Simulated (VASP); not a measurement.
# Ru in VASP: relaxation of the atoms with PBE

Aim: the relaxation of the atoms of Ru with PBE.

Program: VASP 6.6.1. These are calculated values, not measurements. Logs are shortened: lines on timing, memory, paths and dates and some standing lists are left out, and cuts for length are marked.

### Step 1. The cell of the first run

The cell holds a slab with vacuum, 3 atoms: a = 2.721 Å, b = 2.721 Å, c = 20.296 Å, α = 90.00°, β = 90.00°, γ = 120.00°.

### Step 2. Relaxation of the atoms, PBE

Contents of INCAR:

```
  PREC = Accurate
  ENCUT = 520
  EDIFF = 1E-7
  ISMEAR = -1
  SIGMA = 0.08
  LREAL = False
  LASPH = True
  NELM = 100
  ALGO = Normal
  ISIF = 2
  LWAVE = False
  LCHARG = False
  LDIPOL = True
  IDIPOL = 3
  DIPOL = 0.5 0.5 0.500
  GGA = PE
  IBRION = 2
  NSW = 60
  EDIFFG = -0.01
```

Contents of KPOINTS:

```
Automatic mesh
0
Gamma
  14 14 1
```

Contents of POSCAR:

```
Ru
1.0
    2.7207384563      0.0000000000      0.0000000000
   -1.3603692282      2.3562286202      0.0000000000
    0.0000000000      0.0000000000     20.2961000000
Ru
3
Direct
    0.0000000000      0.0000000000      0.3941654117
    0.3333333340      0.6666666660      0.5000000000
    0.0000000000      0.0000000000      0.6058345883
```

Potentials or basis: VASP PAW PBE potentials, release 64 (Ru_pv).

Launch:

```bash
> cat potpaw_PBE.64/Ru_pv/POTCAR > POTCAR
> mpirun -np 1 vasp_std > vasp.out
```

OUTCAR:

```text
PREC = Accurate
   ENCUT = 520
   EDIFF = 1E-7
   ISMEAR = -1
   LREAL = False
   LASPH = True
   NELM = 100
   ISIF = 2
   GGA = PE
   IBRION = 2
   NSW = 60
   EDIFFG = -0.01

 ion  position               nearest neighbor table
   1  0.000  0.000  0.394-   2 2.66   2 2.66   2 2.66
   2  0.333  0.667  0.500-   1 2.66   3 2.66   1 2.66   3 2.66   1 2.66   3 2.66
   3  0.000  0.000  0.606-   2 2.66   2 2.66   2 2.66

  LATTYP: Found a hexagonal cell.
 ALAT       =     2.7207384563
 C/A-ratio  =     7.4597762063

  Lattice vectors:

 A1 = (   2.7207384563,   0.0000000000,   0.0000000000)
 A2 = (  -1.3603692282,   2.3562286202,   0.0000000000)
 A3 = (   0.0000000000,   0.0000000000,  20.2961000000)

Analysis of symmetry for initial positions (statically):
=====================================================================
 Subroutine PRICEL returns:
 Original cell was already a primitive cell.

 Routine SETGRP: Setting up the symmetry group for a
 hexagonal supercell.

 Subroutine GETGRP returns: Found 12 space group operations
 (whereof 12 operations were pure point group operations)
 out of a pool of 24 trial point group operations.

The static configuration has the point symmetry D_3h.

Analysis of symmetry for dynamics (positions and initial velocities):
=====================================================================
 Subroutine PRICEL returns:
 Original cell was already a primitive cell.

 Routine SETGRP: Setting up the symmetry group for a
 hexagonal supercell.

 Subroutine GETGRP returns: Found 12 space group operations
 (whereof 12 operations were pure point group operations)
 out of a pool of 24 trial point group operations.

The dynamic configuration has the point symmetry D_3h.

 Subroutine INISYM returns: Found 12 space group operations
 (whereof 12 operations are pure point group operations),
 and found     1 'primitive' translations

----------------------------------------------------------------------------------------

                                     Primitive cell

  volume of cell :     130.1118

  direct lattice vectors                    reciprocal lattice vectors
     2.720738456  0.000000000  0.000000000     0.367547273  0.212203517  0.000000000
    -1.360369228  2.356228620  0.000000000     0.000000000  0.424407034  0.000000000
     0.000000000  0.000000000 20.296100000     0.000000000  0.000000000  0.049270550

  length of vectors
     2.720738456  2.720738456 20.296100000     0.424407034  0.424407034  0.049270550

  position of ions in fractional coordinates (direct lattice)
     0.000000000  0.000000000  0.394165412
     0.333333334  0.666666666  0.500000000
     0.000000000  0.000000000  0.605834588

  ion indices of the primitive-cell ions
   primitive index   ion index
                 1           1
                 2           2
                 3           3

----------------------------------------------------------------------------------------

 KPOINTS: Automatic mesh

Automatic generation of k-mesh.
 Grid dimensions read from file:
 generate k-points for:   14   14    1

 Generating k-lattice:

  Cartesian coordinates                     Fractional coordinates (reciprocal lattice)
     0.026253377  0.015157394  0.000000000     0.071428571  0.000000000  0.000000000
     0.000000000  0.030314788  0.000000000     0.000000000  0.071428571  0.000000000
     0.000000000  0.000000000  0.049270550     0.000000000  0.000000000  1.000000000

  Length of vectors
     0.030314788  0.030314788  0.049270550

  Shift w.r.t. Gamma in fractional coordinates (k-lattice)
     0.000000000  0.000000000  0.000000000

 Subroutine IBZKPT returns following result:
 ===========================================

 Found     24 irreducible k-points:

 Following reciprocal coordinates:
            Coordinates               Weight
  0.000000  0.000000  0.000000      1.000000
  0.071429  0.000000  0.000000      6.000000
  0.142857 -0.000000  0.000000      6.000000
  0.214286 -0.000000  0.000000      6.000000
  0.285714 -0.000000  0.000000      6.000000
  0.357143 -0.000000  0.000000      6.000000
[... 16 lines left out ...]
  0.285714  0.285714  0.000000      6.000000
  0.357143  0.285714  0.000000      6.000000
   k-points           NKPTS =     24   k-points in BZ     NKDIM =     24   number of bands    NBANDS=     25
   number of dos      NEDOS =    301   number of ions     NIONS =      3
   total plane-waves  NPLWV =  64000
   dimension x,y,z NGX =    20 NGY =   20 NGZ =  160
   dimension x,y,z NGXF=    40 NGYF=   40 NGZF=  320
   ions per type =               3
   NGX,Y,Z   is equivalent  to a cutoff of  12.22, 12.22, 13.11 a.u.
   NGXF,Y,Z  is equivalent  to a cutoff of  24.44, 24.44, 26.21 a.u.
 SYSTEM =  unknown system
   PREC   = accura    normal or accurate (medium, high low for compatibility)
   ISTART =      0    job   : 0-new  1-cont  2-samecut
   ICHARG =      2    charge: 1-file 2-atom 10-const
   ISPIN  =      1    spin polarized calculation?
   LNONCOLLINEAR =      F non collinear calculations
   LSORBIT =      F    spin-orbit coupling
   LASPH  =      T    aspherical Exc in radial PAW
   ENCUT  =  520.0 eV  38.22 Ry    6.18 a.u.   5.06  5.06 37.74*2*pi/ulx,y,z
   NELM   =    100;   NELMIN=  2; NELMDL= -5     # of ELM steps
   EDIFF  = 0.1E-06   stopping-criterion for ELM
   LREAL  =      F    real-space projection
   EDIFFG = -.1E-01   stopping-criterion for IOM
   NSW    =     60    number of steps for IOM
   IBRION =      2    ionic relax: 0-MD 1-quasi-New 2-CG
   NFREE  =      1    steps in history (QN), initial steepest desc. (CG)
   ISIF   =      2    stress and relaxation
   ISYM   =      2    0-nonsym 1-usesym 2-fastsym
   POTIM  = 0.5000    time-step for ionic-motion
   TEBEG  =    0.0;   TEEND  =   0.0 temperature during run
   PSTRESS=    0.0 pullay stress
   NELECT =      42.0000    total number of electrons
   NUPDOWN=      -1.0000    fix difference up-down
   EMIN   =  10.00;   EMAX   =-10.00  energy-range for DOS
   EFERMI =   0.00;   METHOD = LEGACY
   ISMEAR =    -1;   SIGMA  =   0.08  broadening in eV -4-tet -1-fermi 0-gaus
   EFERMI_NEDOS =   21; number of points for ismear=-14 and -15
   IALGO  =     38    algorithm
   IMIX   =      4    mixing-type and parameters
     AMIX     =   0.40;   BMIX     =  1.00
     AMIX_MAG =   1.60;   BMIX_MAG =  1.00
  volume/ion in A,a.u.               =      43.37       292.68
  Fermi-wavevector in a.u.,A,eV,Ry     =   1.123015  2.122191 17.159168  1.261163
  Thomas-Fermi vector in A             =   2.259679
   LORBIT       =      0    0 simple, 1 ext, 2 COOP (PROOUT), +10 PAW based schemes
   GGA     = PE    functional components
   LHFCALC =     F    Hartree Fock is set to
   AEXX    =    0.0000 exact exchange contribution
   IVDW    =     0    specifies the selected vdW correction
   LEPSILON=     F    determine dielectric tensor
   LRPA    =     F    only Hartree local field effects (RPA)
 conjugate gradient relaxation of ions
 non-spin polarized calculation
  energy-cutoff  :      520.00
  volume of cell :      130.11
 maximum number of plane-waves:      3531
   NGX = 11   NGY = 11   NGZ = 75

--------------------------------------- Ionic step        1  -------------------------------------------

 number of electron      41.9999999 magnetization

 Free energy of the ion-electron system (eV)
  ---------------------------------------------------
  ext. energy  EPLUGINS =         0.00000000
  ---------------------------------------------------
  free energy    TOTEN  =       -25.62840521 eV

  energy without entropy =      -25.56018256  energy(sigma->0) =      -25.59429389

------------------------ aborting loop because EDIFF is reached ----------------------------------------

  FORCE on cell =-STRESS in cart. coord.  units (eV):
  Direction    XX          YY          ZZ          XY          YZ          ZX
  --------------------------------------------------------------------------------------
  -------------------------------------------------------------------------------------
  Total       -3.6606179     -3.6606179     -3.8053205      0.0000000      0.0000000     -0.0000000
  in kB      -45.0762897    -45.0762897    -46.8581356      0.0000000      0.0000000     -0.0000000
  external PRESSURE =     -45.6702383 kB  Pullay stress =       0.0000000 kB
[... 24 lines left out ...]
--------------------------------------- Ionic step        2  -------------------------------------------

 number of electron      41.9999997 magnetization

 dipolmoment           0.000000      0.000000     -0.000000 electrons x Angstroem

------------------------ aborting loop because EDIFF is reached ----------------------------------------

  FORCE on cell =-STRESS in cart. coord.  units (eV):
  Direction    XX          YY          ZZ          XY          YZ          ZX
  --------------------------------------------------------------------------------------
  -------------------------------------------------------------------------------------
  Total       -3.0656936     -3.0656936     -1.8693010      0.0000000      0.0000000     -0.0000000
  in kB      -37.7504828    -37.7504828    -23.0182876      0.0000000      0.0000000     -0.0000000
  external PRESSURE =     -32.8397510 kB  Pullay stress =       0.0000000 kB
[... 24 lines left out ...]
--------------------------------------- Ionic step        3  -------------------------------------------

 number of electron      41.9999994 magnetization

 dipolmoment           0.000000      0.000000      0.000000 electrons x Angstroem

 Free energy of the ion-electron system (eV)
  ---------------------------------------------------
  ext. energy  EPLUGINS =         0.00000000
  ---------------------------------------------------
  free energy    TOTEN  =       -25.70059065 eV

  energy without entropy =      -25.63676497  energy(sigma->0) =      -25.66867781

 E-fermi :   0.6961     XC(G=0):  -5.3711

 val. band max:        0.6579826107   @ k =   0.1429  -0.0000   0.0000
 cond. band min:       0.7392780826   @ k =   0.2857  -0.0000   0.0000
 fundamental gap:      0.0812954719
 Fermi energy:         0.6961226845

 k-point     1 :       0.0000    0.0000    0.0000
  band No.  band energies     occupation
      1     -42.9896      2.00000
      2     -42.3082      2.00000
      3     -42.3082      2.00000
      4     -42.1144      2.00000
      5     -41.8545      2.00000
      6     -41.6465      2.00000
[... 661 lines left out ...]
     24       1.9560      0.00000
     25       7.5237      0.00000

------------------------ aborting loop because EDIFF is reached ----------------------------------------

 vacuum level on the upper side and lower side of the slab       (xc-potential included)        -0.008        -0.008

  FORCE on cell =-STRESS in cart. coord.  units (eV):
  Direction    XX          YY          ZZ          XY          YZ          ZX
  --------------------------------------------------------------------------------------
  -------------------------------------------------------------------------------------
  Total       -2.4857574     -2.4857574     -0.0580591      0.0000000     -0.0000000      0.0000000
  in kB      -30.6092367    -30.6092367     -0.7149305      0.0000000     -0.0000000      0.0000000
  external PRESSURE =     -20.6444680 kB  Pullay stress =       0.0000000 kB
[... 18 lines left out ...]
  FREE ENERGIE OF THE ION-ELECTRON SYSTEM (eV)
  ---------------------------------------------------
  free  energy   TOTEN  =       -25.7005906508 eV

  energy  without entropy=      -25.6367649674  energy(sigma->0) =      -25.66867781

 reached required accuracy - stopping structural energy minimisation

 vacuum level on the upper side and lower side of the slab         5.637         5.637
```

Wall time 4.5 min (1 thread of AMD EPYC 7R13, shared host); peak memory 0.24 GiB.

Results:

```
Free energy                  : -25.7006 eV
Energy gained by relaxing    : 24.1 meV/atom
Ionic steps                  : 3
Largest force after relaxing : 0.004 eV/Å
Band gap on the k mesh       : zero (band 21 reaches 1.91 eV, above the bottom of band 22 at -0.17 eV)
```

Forces in eV/Å, atoms in the order of the input:
```
Ru   0.000  0.000  0.004
Ru   0.000  0.000  0.000
Ru   0.000  0.000 -0.004
```

Step by step:
```
step  energy change (eV)  largest force (eV/Å)  pressure (GPa)
   1              0.0000                0.8775           -4.57
   2             -0.0561                0.4346           -3.28
   3             -0.0722                0.0043           -2.06
```

Final structure:
```cif
data_structure
_symmetry_space_group_name_H-M 'P 1'
_symmetry_Int_Tables_number 1
_cell_length_a 2.7207
_cell_length_b 2.7207
_cell_length_c 20.2961
_cell_angle_alpha 90.000
_cell_angle_beta 90.000
_cell_angle_gamma 120.000
_cell_volume 130.11
loop_
_atom_site_label
_atom_site_type_symbol
_atom_site_fract_x
_atom_site_fract_y
_atom_site_fract_z
_atom_site_occupancy
Ru1 Ru 0.00000 0.00000 0.39802 1
Ru2 Ru 0.33333 0.66667 0.50000 1
Ru3 Ru 0.00000 0.00000 0.60198 1
```

Levels at points of the mesh, in eV from the Fermi level:
```csv
k point,band 17,band 18,band 19,band 20,band 21,band 22,band 23,band 24,band 25
"(0.00, 0.00, 0.00)",-2.35,-2.23,-1.83,-1.83,-0.71,-0.71,-0.32,0.65,0.65
"(0.50, 0.00, 0.00)",-1.35,-0.64,-0.08,0.53,1.22,1.24,1.93,1.94,3.07
```
